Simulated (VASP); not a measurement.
## MnO: single point with PBE

MnO:

```
Mn O
1.0
     0.00000    2.22200    2.22200
     2.22200    0.00000    2.22200
     2.22200    2.22200    0.00000
Mn O
1 1
Direct
  0.00000 0.00000 0.00000
  0.50000 0.50000 0.50000
```

- Program: VASP 6.6.1
- Task: single point
- Functional: PBE
- Potentials or basis: VASP PAW PBE potentials, release 64 (Mn_pv, O)
- Cutoff: 520 eV
- k mesh: 16 × 16 × 16
- Occupations: fermi-dirac, width 0.05 eV
- Spin: collinear spin, ferromagnetic start
- Starting moments: [4.0, 0.0] μB

```
Pressure                                              : 0.0 GPa
Net moment                                            : 4.76 μB per cell
Site moments                                          : Mn +4.33; O +0.20 μB
Valence electrons inside the program's atomic spheres : Mn 11.36; O 4.98
```

Levels at points of the mesh, in eV from the Fermi level:
Spin up:
```
           k point  band 8  band 9  band 10  band 11  band 12  band 13  band 14  band 15  band 16  band 17
(0.00, 0.00, 0.00)   -3.23   -3.23    -3.23    -2.70    -2.70    -0.52    13.97    16.34    16.34    16.34
(0.50, 0.00, 0.00)   -2.33   -2.33    -1.89     0.20     0.20     3.48     7.74    11.88    11.88    18.48
(0.50, 0.50, 0.00)   -4.23   -2.27    -2.06    -2.06    -1.93     5.02     7.82    10.41    13.66    13.66
```
Spin down:
| k point | band 5 | band 6 | band 7 | band 8 | band 9 | band 10 |
| --- | --- | --- | --- | --- | --- | --- |
| (0.00, 0.00, 0.00) | -3.38 | -3.38 | -3.38 | 0.73 | 0.73 | 0.73 |
| (0.50, 0.00, 0.00) | -7.39 | -4.87 | -4.87 | 1.91 | 1.95 | 1.95 |
| (0.50, 0.50, 0.00) | -6.44 | -4.35 | -4.35 | -0.85 | 1.94 | 2.14 |

Run time: 87 s on 1 thread of AMD EPYC 7R13 Processor (Zen 3), with other jobs on the host, peak memory 0.19 GiB.

Caveat: a cell with one magnetic atom can't hold antiferromagnetic order, which such compounds often take; semilocal functionals often make such compounds metallic where correlation or magnetic order opens a gap, which also shifts bond lengths. With open d or f shells a metallic result of PBE can be an artefact of self-interaction; +U or a hybrid may open a gap.
